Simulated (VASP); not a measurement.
Runs of VASP 6.6.1 on ZnSe. The structure is that of space group F-43m (No. 216), or close to it. The cells are those of the table. 

| task | cell | k mesh | cutoff (eV) | smearing | gap on the mesh (eV) | pressure (GPa) |
| --- | --- | --- | --- | --- | --- | --- |
| relaxation of cell and atoms | relaxed from a = 4.008 Å, angles 60.0, 60.0, 90.0°, 2 atoms | 12 × 12 × 12 | 600 | fermi-dirac 0.05 eV | 1.87 | 0.0 |
| relaxation of cell and atoms | relaxed to 15 GPa from a = 4.006 Å, angles 60.0, 60.0, 90.0°, 2 atoms | 8 × 8 × 8 | 600 | gaussian 0.01 eV | 2.61 | 15.0 |
| relaxation of cell and atoms | relaxed to -2 GPa from a = 4.006 Å, angles 60.0, 60.0, 90.0°, 2 atoms | 8 × 8 × 8 | 600 | gaussian 0.01 eV | 1.73 | -2.0 |
| relaxation of cell and atoms | relaxed to 7 GPa from a = 4.006 Å, angles 60.0, 60.0, 90.0°, 2 atoms | 8 × 8 × 8 | 600 | gaussian 0.01 eV | 2.26 | 7.0 |
| relaxation of cell and atoms | relaxed to 10 GPa from a = 4.006 Å, angles 60.0, 60.0, 90.0°, 2 atoms | 8 × 8 × 8 | 600 | gaussian 0.01 eV | (b) | 10.0 |
| relaxation of cell and atoms | relaxed to 2 GPa from a = 4.006 Å, angles 60.0, 60.0, 90.0°, 2 atoms | 8 × 8 × 8 | 600 | gaussian 0.01 eV | 1.99 | 2.0 |
| single point | a = 4.049 Å, angles 60.0, 60.0, 90.0°, 2 atoms | 8 × 8 × 8 | 520 | gaussian 0.01 eV | 1.73 | (a) |

Alike in all rows: level r2SCAN; potentials or basis VASP PAW PBE potentials, release 64 (Zn, Se); no spin polarisation.

**Question.** Fill in the values left out.

**Answer.** (a) -1.9; (b) 2.40.

Caveats: the PAW data sets were made with another functional, which shifts forces and pressure a little; the cell is relaxed towards a set pressure, so the run minimises the enthalpy, not the energy (at least some runs).

A k mesh can miss the band edges, and the runs leave out spin-orbit coupling on Se.
